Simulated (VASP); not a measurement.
A run of VASP 6.6.1 is set up as follows.

File INCAR:

```
  PREC = Accurate
  ENCUT = 500
  EDIFF = 1E-6
  ISMEAR = 0
  SIGMA = 0.01
  LREAL = F
  LASPH = T
  NELM = 120
  ALGO = Normal
  ISIF = 2
  LWAVE = F
  LCHARG = F
  NBANDS = 11
  GGA_COMPAT = F
```

The input KPOINTS:

```
Automatic mesh
0
Gamma
  10 10 10
```

POSCAR

```
AlP
1.0
    0.0000000000      2.5284137397      2.5284137397
    2.5284137397      0.0000000000      2.5284137397
    2.5284137397      2.5284137397      0.0000000000
Al P
1 1
Direct
    0.0000000000      0.0000000000      0.0000000000
    0.7500000000      0.7500000000      0.7500000000
```

Potentials or basis: VASP PAW LDA potentials, release 64 (Al, P).

Launch:

```sh
$ cat potpaw_LDA.64/Al/POTCAR potpaw_LDA.64/P/POTCAR > POTCAR
$ mpirun -np 1 vasp_std > vasp.out
```

Task: Predict the band gap on the k mesh.

Result: 0.90 eV, indirect (least direct gap 3.53 eV).

Task: Estimate the pressure.

Result: 30.2 GPa.

A k mesh can miss the band edges.
